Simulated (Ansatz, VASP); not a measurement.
**TaGe3Pd2 in VASP and in Ansatz**

```
Ta Ge Pd
1.0
     3.18985    0.00000    0.00000
     0.00000    3.18985    0.00000
     0.00000    0.00000    9.51725
Ta Ge Pd
1 3 2
Direct
  0.50000 0.50000 0.00000
  0.00000 0.00000 0.83179
  0.00000 0.00000 0.16821
  0.00000 0.00000 0.50000
  0.50000 0.50000 0.33037
  0.50000 0.50000 0.66963
```

Change from the starting cell: species swapped into the Li3Tl2Cd type (P4/mmm, No. 123).

Alike in both runs: functional PBE; k mesh 12 × 12 × 4; occupations gaussian, width 0.1 eV; no spin polarisation.

Ansatz relaxed the structure, and its values are those at the end. VASP's run is a single point on that final structure, the one shown.

```csv
,VASP,Ansatz
version,VASP 6.6.1,Ansatz 0.2.0
potentials or method,"VASP PAW PBE potentials, release 64 (Ta_pv, Ge_d, Pd), cutoff 520 eV","scalar-relativistic, plane waves, PAW"
valence electrons in the cell,73,91
```

Ansatz gave:

```
gap on the k mesh at the Fermi level (eV) : none
pressure (GPa)                            : 0.0
rms of the force components (eV/Å)        : 0.003
```

Task: What did VASP give for the same quantities?

Result: gap on the k mesh at the Fermi level (eV): none; pressure (GPa): 0.1; rms of the force components (eV/Å): 0.005.

A gap of «none» marks a metal or a gap that the smearing closes. VASP's potentials hold 73 valence electrons a cell and Ansatz's 91, so a difference there can come from the potentials and not from the codes.

Neither program's run includes spin-orbit coupling.
